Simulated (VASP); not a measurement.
A run of VASP 6.6.1:

The input INCAR:

```
  ALGO = Normal
  EDIFF = 1E-6
  ENCUT = 520
  GGA = PE
  ISIF = 2
  ISMEAR = 0
  IVDW = 12
  LASPH = T
  LCHARG = T
  LELF = T
  LREAL = F
  LVHAR = T
  LWAVE = F
  NBANDS = 16
  NELM = 100
  PREC = Accurate
  SIGMA = 0.05
```

Contents of KPOINTS:

```
k-points
0
Gamma
  12 12 4
```

Contents of POSCAR:

```
BN
1.0
    2.3059230574      0.0000000000      0.0000000000
   -1.1529615287      1.9969879469      0.0000000000
    0.0000000000      0.0000000000      6.6168468515
B N
2 2
Direct
    0.3333333333      0.6666666667      0.2500000000
    0.6666666667      0.3333333333      0.7500000000
    0.3333333333      0.6666666667      0.7500000000
    0.6666666667      0.3333333333      0.2500000000
```

Potentials or basis: VASP PAW PBE potentials, release 64 (B, N).

Run with:

```bash
$ cat potpaw_PBE.64/B/POTCAR potpaw_PBE.64/N/POTCAR > POTCAR
$ mpirun -np 1 vasp_std > vasp.out
```

Hardware: 1 thread of AMD EPYC 9R45 96-Core Processor (Zen 5), with other jobs on the host.

**Question.** Estimate the wall time of this run.

**Answer.** Wall time 16 s on 1 thread of AMD EPYC 9R45 96-Core Processor (Zen 5) (shared host), peak memory 0.13 GiB. Counts: scf iterations 13, k points 57.
